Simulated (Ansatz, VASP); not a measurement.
# One calculation of SiC, two programs

INCAR

```
SYSTEM = SiC
  ALGO = Normal
  EDIFF = 1E-7
  ENCUT = 520
  GGA = PE
  ISIF = 2
  ISMEAR = 0
  LASPH = .True.
  LCHARG = .True.
  LELF = .True.
  LREAL = .False.
  LVHAR = .True.
  LWAVE = .False.
  NBANDS = 11
  NELM = 100
  PREC = Accurate
  SIGMA = 0.05
```

File KPOINTS:

```
k-points
0
Gamma
  12 12 12
  0 0 0
```

The input POSCAR:

```
SiC
1.0
    0.0000000000      2.1213855231      2.3335240754
    2.1213855231      0.0000000000      2.3335240754
    2.1213855231      2.1213855231      0.0000000000
Si C
1 1
Direct
    0.0000000000      0.0000000000      0.0000000000
    0.7500000000      0.7500000000      0.7500000000
```

Input for Ansatz:

```yaml
crystal:
  lattice:
    - [0.0, 2.1213855231, 2.3335240754]
    - [2.1213855231, 0.0, 2.3335240754]
    - [2.1213855231, 2.1213855231, 0.0]
  atoms:
    - { symbol: Si, position: [0.0, 0.0, 0.0] }
    - { symbol: C, position: [0.75, 0.75, 0.75] }
basis:
  ecutwfc: 420
kpoints:
  mp_grid: { grid: [12, 12, 12] }
hamiltonian:
  xc: pbe
scf:
  occupations: { method: gaussian, width: 0.05 }
output:
  forces: true
  stress: true
  eigenvalues: true
```

Alike in both runs: task single point; functional PBE; k mesh 12 × 12 × 12; occupations gaussian, width 0.05 eV; no spin polarisation.

|  | VASP | Ansatz |
| --- | --- | --- |
| version | VASP 6.6.1 | Ansatz 0.2.0 |
| potentials or method | VASP PAW PBE potentials, release 64 (Si, C), cutoff 520 eV | scalar-relativistic, plane waves, PAW |
| valence electrons in the cell | 8 | 8 |

```tsv
	VASP	Ansatz	Ansatz less VASP
gap on the k mesh at the Fermi level (eV)	0.85	0.85	+0.002
least direct gap on the mesh (eV)	4.44	4.45	+0.003
pressure (GPa)	-0.6	-0.5	+0.05
traceless stress, the component that is largest in VASP (GPa)	-19.64	-19.59	+0.047
```
